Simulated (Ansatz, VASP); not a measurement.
## BN in VASP and in Ansatz

```
B N
1.0
     0.00000    1.80482    1.80482
     1.80482    0.00000    1.80482
     1.80482    1.80482    0.00000
B N
1 1
Direct
  0.00000 0.00000 0.00000
  0.25000 0.25000 0.25000
```

Alike in both runs: task single point; functional PBEsol; k mesh 8 × 8 × 8; occupations methfessel-paxton of order 1, width 0.5 eV; no spin polarisation.

|  | VASP | Ansatz |
| --- | --- | --- |
| version | VASP 6.6.1 | Ansatz 0.2.0 |
| potentials or method | VASP PAW PBE potentials, release 64 (B, N) | plane waves |
| plane-wave cutoff (eV) | 520 | 420 |
| valence electrons in the cell | 8 | 8 |

Ansatz gave:

```
pressure (GPa) : -1.3
```

What did VASP give for the same quantities?

Pressure (GPa): -0.7.

VASP's potentials were made for PBE, not for PBEsol.
